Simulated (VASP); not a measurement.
Ga2PdS3:

```xyz
6
Lattice="4.8082 0.0000 0.0000 -2.4041 4.1640 0.0000 0.0000 0.0000 7.5253" Properties=species:S:1:pos:R:3 pbc="T T T"
Ga    0.0000    0.0000    7.3461
Ga    0.0000    0.0000    1.6057
Pd    0.0000    0.0000    4.0668
S     2.4041    0.0000    1.0625
S    -1.2020    2.0820    1.0625
S     1.2020    2.0820    1.0625
```

The cell was generated, and may not be a known phase.

* Program: VASP 6.6.1
* Task: relaxation of cell and atoms
* Functional: PBE
* Potentials or basis: VASP PAW PBE potentials, release 64 (Ga_d, Pd, S)
* Cutoff: 600 eV
* k mesh: 6 × 6 × 2
* Occupations: gaussian, width 0.1 eV
* Spin: no spin polarisation

At the start: pressure 22.9 GPa; volume 25.11 Å³/atom.

Question: Where does the relaxation end?

Answer: Over 25 steps the energy falls by 1208.1 meV/atom and the volume is 29.60 Å³/atom (+17.9 %); space group P6mm (No. 183, to 0.1 Å) before, P6/mmm (No. 191, to 0.1 Å).

The path:
```tsv
step	energy change (eV)	largest force (eV/Å)	pressure (GPa)	volume (Å³)
1	0.0000	20.4715	22.87	150.67
2	-2.9926	13.6072	1.08	242.40
3	-6.2773	3.5010	1.55	185.73
4	-6.2854	3.4245	1.64	184.99
5	-6.3044	3.0717	2.18	181.35
6	-6.5657	0.7592	-0.95	192.11
7	-6.5666	0.6698	-0.78	191.29
8	-6.7083	0.8095	-1.11	190.01
9	-6.9927	0.6911	-1.30	185.69
10	-6.9909	0.4474	-1.13	184.85
11	-6.9951	0.6044	-1.24	185.34
12	-7.0364	0.8981	0.63	175.69
13	-7.0512	0.5219	-0.08	178.75
14	-7.1135	0.6320	0.30	175.94
15	-7.1157	0.7277	0.42	175.27
16	-7.1595	0.5403	0.16	176.52
17	-7.2053	0.5430	-0.25	178.90
18	-7.2082	0.6511	-0.35	179.69
19	-7.2420	0.3245	-0.10	178.32
20	-7.2451	0.1872	0.03	177.80
21	-7.2472	0.0385	-0.06	178.03
22	-7.2474	0.0382	-0.04	177.98
23	-7.2481	0.0575	0.00	177.67
24	-7.2483	0.0751	0.05	177.43
25	-7.2488	0.0227	0.00	177.60
```

Final structure:
```xyz
6
Lattice="5.0438 0.0000 0.0000 -2.5219 4.3680 0.0000 0.0000 0.0000 8.0610" Properties=species:S:1:pos:R:3 pbc="T T T"
Ga    0.0000    0.0000    7.3010
Ga    5.0438    0.0000    2.5088
Pd    0.0000    0.0000    4.9065
S     2.5219    0.0000    0.8812
S    -1.2609    2.1840    0.8812
S     1.2609    2.1840    0.8812
```

Caveat: the k points lie up to 0.39 Å⁻¹ apart in the final cell, too coarse for converged energies and pressures of a metal; the volume moved by over 15 % at a fixed basis, so the end points are rough.
